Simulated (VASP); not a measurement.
A run of VASP 6.6.1 is set up as follows.

The input INCAR:

```
SYSTEM = MgSe
PREC = Accurate
ENCUT = 600
EDIFF = 1E-6
ISMEAR = 0
SIGMA = 0.01
LREAL = .False.
LASPH = .True.
NELM = 120
ALGO = Normal
ISIF = 2
LWAVE = .False.
LCHARG = .True.
LELF = .True.
LVHAR = .True.
NBANDS = 11
GGA_COMPAT = .False.
```

The input KPOINTS:

```
regular mesh
0
Gamma
  8 8 8
  0 0 0
```

File POSCAR:

```
MgSe
1.0
    2.6494315680      2.6494315680      0.0000000000
   -2.6494315680      2.6494315680      0.0000000000
    0.0000000000      2.6494315680      2.6494315680
Mg Se
1 1
Direct
    0.0000000000      0.0000000000      0.0000000000
    0.5000000000      0.5000000000      0.0000000000
```

Potentials or basis: VASP PAW LDA potentials, release 64 (Mg, Se).

Launch:

```sh
$ cat potpaw_LDA.64/Mg/POTCAR potpaw_LDA.64/Se/POTCAR > POTCAR
$ mpirun -np 1 vasp_std > vasp.out
```

Task: What does it give for the band gap on the k mesh?

Result: 1.79 eV, indirect (least direct gap 3.00 eV).

Task: Predict the pressure.

Result: 3.7 GPa.

A k mesh can miss the band edges. Expect the measured gap to be larger: semilocal functionals such as LDA lack the derivative discontinuity.
